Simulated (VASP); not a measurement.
# AlPt (P2_13) in VASP: relaxation of cell and atoms with r2SCAN

Aim: the relaxation of cell and atoms of AlPt with r2SCAN.

All numbers are computed with VASP 6.6.1; they aren't measurements. Logs are shortened: lines on timing, memory, paths and dates and some standing lists are left out, and cuts for length are marked.

**1. The cell of the first run**

Symmetry: P2_13, No. 198, cubic system. The conventional cell has a = 4.879 Å, b = 4.879 Å, c = 4.879 Å, α = 90.00°, β = 90.00°, γ = 90.00°. Al (site symmetry 3) has 7 Pt at 2.60 to 2.63 Å and 6 Al at 3.02 Å within 3.4 Å. Pt (site symmetry 3) has 7 Al at 2.60 to 2.63 Å and 6 Pt at 3.02 Å within 3.4 Å.

**2. Relaxation of cell and atoms, r2SCAN**

The input, POSCAR:

```
AlPt
1.0
    4.8789300000      0.0000000000      0.0000000000
    0.0000000000      4.8789300000      0.0000000000
    0.0000000000      0.0000000000      4.8789300000
Al Pt
4 4
Direct
    0.8440300000      0.8440300000      0.8440300000
    0.1559700000      0.3440300000      0.6559700000
    0.3440300000      0.6559700000      0.1559700000
    0.6559700000      0.1559700000      0.3440300000
    0.1550600000      0.1550600000      0.1550600000
    0.3449400000      0.8449400000      0.6550600000
    0.6550600000      0.3449400000      0.8449400000
    0.8449400000      0.6550600000      0.3449400000
```

The input, INCAR.step1:

```
SYSTEM = AlPt
ALGO = Normal ; EDIFF = 1E-4
ENCUT = 600 ; GGA = PE
ISMEAR = -1 ; LASPH = .TRUE.
LCHARG = .FALSE. ; LREAL = .FALSE.
LWAVE = .TRUE. ; NELM = 100
PREC = Accurate ; SIGMA = 0.1
```

The input, INCAR.step2:

```
SYSTEM = AlPt
ALGO = Normal ; EDIFF = 1E-7
EDIFFG = -0.01 ; ENCUT = 600
IBRION = 2 ; ISIF = 3
ISMEAR = -1 ; ISTART = 1
LASPH = .TRUE. ; LCHARG = .FALSE.
LMIXTAU = .TRUE. ; LREAL = .FALSE.
LWAVE = .FALSE. ; METAGGA = R2SCAN
NELM = 100 ; NSW = 80
PREC = Accurate ; SIGMA = 0.1
```

The input, KPOINTS:

```
k-points
0
G
  5 5 5
  0 0 0
```

Potentials or basis: VASP PAW PBE potentials, release 64 (Al, Pt).

The run is started by

```
cat potpaw_PBE.64/Al/POTCAR potpaw_PBE.64/Pt/POTCAR > POTCAR
cp INCAR.step1 INCAR
mpirun -np 1 vasp_std > vasp.out
cp INCAR.step2 INCAR
mpirun -np 1 vasp_std > vasp.out
```

OUTCAR:

```text
SYSTEM = AlPt
   EDIFF = 1E-7
   EDIFFG = -0.01
   ENCUT = 600
   IBRION = 2
   ISIF = 3
   ISMEAR = -1
   ISTART = 1
   LASPH = .TRUE.
   LREAL = .FALSE.
   METAGGA = R2SCAN
   NELM = 100
   NSW = 80
   PREC = Accurate

 ion  position               nearest neighbor table
   1  0.844  0.844  0.844-   6 2.60   7 2.60   8 2.60   6 2.61   7 2.61   8 2.61   5 2.63   3 3.02
                             4 3.02   2 3.02   4 3.02   2 3.02   3 3.02
   2  0.156  0.344  0.656-   5 2.60   6 2.60   7 2.60   6 2.61   5 2.61   7 2.61   8 2.63   1 3.02
                             3 3.02   3 3.02   1 3.02   4 3.02   4 3.02
   3  0.344  0.656  0.156-   5 2.60   6 2.60   8 2.60   8 2.61   6 2.61   5 2.61   7 2.63   1 3.02
                             2 3.02   2 3.02   4 3.02   4 3.02   1 3.02
   4  0.656  0.156  0.344-   5 2.60   7 2.60   8 2.60   7 2.61   8 2.61   5 2.61   6 2.63   1 3.02
                             1 3.02   3 3.02   2 3.02   2 3.02   3 3.02
   5  0.155  0.155  0.155-   2 2.60   3 2.60   4 2.60   4 2.61   3 2.61   2 2.61   1 2.63   8 3.02
                             8 3.02   6 3.02   6 3.02   7 3.02   7 3.02
   6  0.345  0.845  0.655-   1 2.60   2 2.60   3 2.60   3 2.61   2 2.61   1 2.61   4 2.63   7 3.02
                             7 3.02   5 3.02   8 3.02   5 3.02   8 3.02
   7  0.655  0.345  0.845-   1 2.60   2 2.60   4 2.60   2 2.61   4 2.61   1 2.61   3 2.63   6 3.02
                             6 3.02   8 3.02   8 3.02   5 3.02   5 3.02
   8  0.845  0.655  0.345-   1 2.60   3 2.60   4 2.60   4 2.61   1 2.61   3 2.61   2 2.63   5 3.02
                             5 3.02   7 3.02   7 3.02   6 3.02   6 3.02

  LATTYP: Found a simple cubic cell.
 ALAT       =     4.8789300000

  Lattice vectors:

 A1 = (   4.8789300000,   0.0000000000,   0.0000000000)
 A2 = (   0.0000000000,   4.8789300000,   0.0000000000)
 A3 = (   0.0000000000,   0.0000000000,   4.8789300000)

Analysis of symmetry for initial positions (statically):
=====================================================================
 Subroutine PRICEL returns:
 Original cell was already a primitive cell.

 Routine SETGRP: Setting up the symmetry group for a
 simple cubic supercell.

 Subroutine GETGRP returns: Found 12 space group operations
 (whereof  3 operations were pure point group operations)
 out of a pool of 48 trial point group operations.

The static configuration has the point symmetry C_3 .
 The point group associated with its full space group is T   .

Analysis of symmetry for dynamics (positions and initial velocities):
=====================================================================
 Subroutine PRICEL returns:
 Original cell was already a primitive cell.

 Routine SETGRP: Setting up the symmetry group for a
 simple cubic supercell.

 Subroutine GETGRP returns: Found 12 space group operations
 (whereof  3 operations were pure point group operations)
 out of a pool of 48 trial point group operations.

The dynamic configuration has the point symmetry C_3 .
 The point group associated with its full space group is T   .

 Subroutine INISYM returns: Found 12 space group operations
 (whereof  3 operations are pure point group operations),
 and found     1 'primitive' translations

----------------------------------------------------------------------------------------

                                     Primitive cell

  volume of cell :     116.1378

  direct lattice vectors                    reciprocal lattice vectors
     4.878930000  0.000000000  0.000000000     0.204962973  0.000000000  0.000000000
     0.000000000  4.878930000  0.000000000     0.000000000  0.204962973  0.000000000
     0.000000000  0.000000000  4.878930000     0.000000000  0.000000000  0.204962973

  length of vectors
     4.878930000  4.878930000  4.878930000     0.204962973  0.204962973  0.204962973

  position of ions in fractional coordinates (direct lattice)
     0.844030000  0.844030000  0.844030000
     0.155970000  0.344030000  0.655970000
     0.344030000  0.655970000  0.155970000
     0.655970000  0.155970000  0.344030000
     0.155060000  0.155060000  0.155060000
     0.344940000  0.844940000  0.655060000
     0.655060000  0.344940000  0.844940000
     0.844940000  0.655060000  0.344940000

  ion indices of the primitive-cell ions
   primitive index   ion index
                 1           1
[... 55 lines left out ...]
 SYSTEM =  AlPt
   PREC   = accura    normal or accurate (medium, high low for compatibility)
   ISTART =      1    job   : 0-new  1-cont  2-samecut
   ICHARG =      0    charge: 1-file 2-atom 10-const
   ISPIN  =      1    spin polarized calculation?
   LNONCOLLINEAR =      F non collinear calculations
   LSORBIT =      F    spin-orbit coupling
   LASPH  =      T    aspherical Exc in radial PAW
   ENCUT  =  600.0 eV  44.10 Ry    6.64 a.u.   9.74  9.74  9.74*2*pi/ulx,y,z
   NELM   =    100;   NELMIN=  2; NELMDL=  0     # of ELM steps
   EDIFF  = 0.1E-06   stopping-criterion for ELM
   LREAL  =      F    real-space projection
   EDIFFG = -.1E-01   stopping-criterion for IOM
   NSW    =     80    number of steps for IOM
   IBRION =      2    ionic relax: 0-MD 1-quasi-New 2-CG
   NFREE  =      1    steps in history (QN), initial steepest desc. (CG)
   ISIF   =      3    stress and relaxation
   ISYM   =      2    0-nonsym 1-usesym 2-fastsym
   POTIM  = 0.5000    time-step for ionic-motion
   TEBEG  =    0.0;   TEEND  =   0.0 temperature during run
   PSTRESS=    0.0 pullay stress
   NELECT =      52.0000    total number of electrons
   NUPDOWN=      -1.0000    fix difference up-down
   EMIN   =  10.00;   EMAX   =-10.00  energy-range for DOS
   EFERMI =   0.00;   METHOD = LEGACY
   ISMEAR =    -1;   SIGMA  =   0.10  broadening in eV -4-tet -1-fermi 0-gaus
   EFERMI_NEDOS =   21; number of points for ismear=-14 and -15
   IALGO  =     38    algorithm
   IMIX   =      4    mixing-type and parameters
     AMIX     =   0.40;   BMIX     =  1.00
     AMIX_MAG =   1.60;   BMIX_MAG =  1.00
  volume/ion in A,a.u.               =      14.52        97.97
  Fermi-wavevector in a.u.,A,eV,Ry     =   1.252424  2.366738 21.341632  1.568566
  Thomas-Fermi vector in A             =   2.386325
   LORBIT       =      0    0 simple, 1 ext, 2 COOP (PROOUT), +10 PAW based schemes
   METAGGA = R2SCAN    functional components
   LHFCALC =     F    Hartree Fock is set to
   AEXX    =    0.0000 exact exchange contribution
   IVDW    =     0    specifies the selected vdW correction
   LEPSILON=     F    determine dielectric tensor
   LRPA    =     F    only Hartree local field effects (RPA)
 conjugate gradient relaxation of ions
 non-spin polarized calculation
  energy-cutoff  :      600.00
  volume of cell :      116.14
 maximum number of plane-waves:      3887
 NGX is ok and might be reduce to    40
   NGX = 19   NGY = 19   NGZ = 19

--------------------------------------- Ionic step        1  -------------------------------------------

 number of electron      52.0000008 magnetization

 Free energy of the ion-electron system (eV)
  ---------------------------------------------------
  ext. energy  EPLUGINS =         0.00000000
  ---------------------------------------------------
  free energy    TOTEN  =      -241.95024134 eV

  energy without entropy =     -241.90345906  energy(sigma->0) =     -241.92685020

------------------------ aborting loop because EDIFF is reached ----------------------------------------

  FORCE on cell =-STRESS in cart. coord.  units (eV):
  Direction    XX          YY          ZZ          XY          YZ          ZX
  --------------------------------------------------------------------------------------
  -------------------------------------------------------------------------------------
  Total       -0.0432552     -0.0432552     -0.0432552     -0.0000000      0.0000000      0.0000000
  in kB       -0.5967258     -0.5967258     -0.5967258     -0.0000000      0.0000000      0.0000000
  external PRESSURE =      -0.5967258 kB  Pullay stress =       0.0000000 kB

 VOLUME and BASIS-vectors are now :
 -----------------------------------------------------------------------------
  energy-cutoff  :      600.00
  volume of cell :      116.14
      direct lattice vectors                 reciprocal lattice vectors
     4.878930000  0.000000000  0.000000000     0.204962973  0.000000000  0.000000000
     0.000000000  4.878930000  0.000000000     0.000000000  0.204962973  0.000000000
     0.000000000  0.000000000  4.878930000     0.000000000  0.000000000  0.204962973

 POSITION                                       TOTAL-FORCE (eV/Angst)
 -----------------------------------------------------------------------------------
      4.11796      4.11796      4.11796         0.007766      0.007766      0.007766
      0.76097      1.67850      3.20043        -0.007766      0.007766     -0.007766
      1.67850      3.20043      0.76097         0.007766     -0.007766     -0.007766
      3.20043      0.76097      1.67850        -0.007766     -0.007766      0.007766
      0.75653      0.75653      0.75653         0.004981      0.004981      0.004981
      1.68294      4.12240      3.19599        -0.004981     -0.004981      0.004981
      3.19599      1.68294      4.12240         0.004981     -0.004981     -0.004981
      4.12240      3.19599      1.68294        -0.004981      0.004981     -0.004981
 -----------------------------------------------------------------------------------
    total drift:                               -0.000000     -0.000000      0.000000

  FREE ENERGIE OF THE ION-ELECTRON SYSTEM (eV)
  ---------------------------------------------------
  free  energy   TOTEN  =      -241.9502413394 eV

  energy  without entropy=     -241.9034590596  energy(sigma->0) =     -241.92685020

--------------------------------------- Ionic step        2  -------------------------------------------

 number of electron      52.0000008 magnetization

 Free energy of the ion-electron system (eV)
  ---------------------------------------------------
  ext. energy  EPLUGINS =         0.00000000
  ---------------------------------------------------
  free energy    TOTEN  =      -241.95029191 eV

  energy without entropy =     -241.90356834  energy(sigma->0) =     -241.92693012

 E-fermi :  10.4497     XC(G=0): -13.1741

 val. band max:       10.2742911412   @ k =   0.2000   0.2000   0.2000
 cond. band min:      10.4701869956   @ k =   0.4000   0.4000   0.0000
 fundamental gap:      0.1958958544
 Fermi energy:        10.4497472291

 k-point     1 :       0.0000    0.0000    0.0000
  band No.  band energies     occupation
      1      -1.3736      2.00000
      2       3.1574      2.00000
      3       3.1574      2.00000
      4       3.1574      2.00000
      5       4.6731      2.00000
      6       4.6731      2.00000
[... 363 lines left out ...]
     30      16.5714      0.00000
     31      16.7017      0.00000

------------------------ aborting loop because EDIFF is reached ----------------------------------------

  FORCE on cell =-STRESS in cart. coord.  units (eV):
  Direction    XX          YY          ZZ          XY          YZ          ZX
  --------------------------------------------------------------------------------------
  -------------------------------------------------------------------------------------
  Total        0.0705178      0.0705178      0.0705178      0.0000000      0.0000000      0.0000000
  in kB        0.9735891      0.9735891      0.9735891      0.0000000      0.0000000      0.0000000
  external PRESSURE =       0.9735891 kB  Pullay stress =       0.0000000 kB

 VOLUME and BASIS-vectors are now :
 -----------------------------------------------------------------------------
  energy-cutoff  :      600.00
  volume of cell :      116.05
      direct lattice vectors                 reciprocal lattice vectors
     4.877657365  0.000000000  0.000000000     0.205016451  0.000000000 -0.000000000
    -0.000000000  4.877657365  0.000000000    -0.000000000  0.205016451 -0.000000000
     0.000000000  0.000000000  4.877657365     0.000000000 -0.000000000  0.205016451

 POSITION                                       TOTAL-FORCE (eV/Angst)
 -----------------------------------------------------------------------------------
      4.11726      4.11726      4.11726         0.004660      0.004660      0.004660
      0.76039      1.67844      3.19922        -0.004660      0.004660     -0.004660
      1.67844      3.19922      0.76039         0.004660     -0.004660     -0.004660
      3.19922      0.76039      1.67844        -0.004660     -0.004660      0.004660
      0.75657      0.75657      0.75657         0.003135      0.003135      0.003135
      1.68226      4.12109      3.19540        -0.003135     -0.003135      0.003135
      3.19540      1.68226      4.12109         0.003135     -0.003135     -0.003135
      4.12109      3.19540      1.68226        -0.003135      0.003135     -0.003135
 -----------------------------------------------------------------------------------
    total drift:                               -0.000000     -0.000000      0.000000

  FREE ENERGIE OF THE ION-ELECTRON SYSTEM (eV)
  ---------------------------------------------------
  free  energy   TOTEN  =      -241.9502919140 eV

  energy  without entropy=     -241.9035683356  energy(sigma->0) =     -241.92693012

 reached required accuracy - stopping structural energy minimisation
```

It took 8.3 min on 1 thread of Intel Xeon 8259CL, shared host; peak memory 0.29 GiB.

Results:

```yaml
Free_energy: -241.9503 eV
Relaxed_volume: 14.51 Å³/atom
Relaxed_cell: a = 4.878 Å, b = 4.878 Å, c = 4.878 Å, α = 90.00°, β = 90.00°, γ = 90.00°
Space_group_after_relaxing_to_0.1_Å: P2_13 (No. 198)
Energy_gained_by_relaxing: 0.0 meV/atom
Ionic_steps: 2
Pressure_after_relaxing: 0.1 GPa
Largest_force_after_relaxing: 0.008 eV/Å
Band_gap_on_the_k_mesh: zero (bands 26 and 27 overlap by 0.31 eV)
```

Forces on the atoms (eV/Å):
```
Al   0.005  0.005  0.005
Al  -0.005  0.005 -0.005
Al   0.005 -0.005 -0.005
Al  -0.005 -0.005  0.005
Pt   0.003  0.003  0.003
Pt  -0.003 -0.003  0.003
Pt   0.003 -0.003 -0.003
Pt  -0.003  0.003 -0.003
```

Final structure:
```
Al Pt
1.0
     4.87766    0.00000    0.00000
     0.00000    4.87766    0.00000
     0.00000    0.00000    4.87766
Al Pt
4 4
Cartesian
  4.1173 4.1173 4.1173
  0.7604 1.6784 3.1992
  1.6784 3.1992 0.7604
  3.1992 0.7604 1.6784
  0.7566 0.7566 0.7566
  1.6823 4.1211 3.1954
  3.1954 1.6823 4.1211
  4.1211 3.1954 1.6823
```

Caveat: the PAW data sets were made with another functional, which shifts forces and pressure a little; spin-orbit coupling is left out, which moves the levels of the heavy elements.
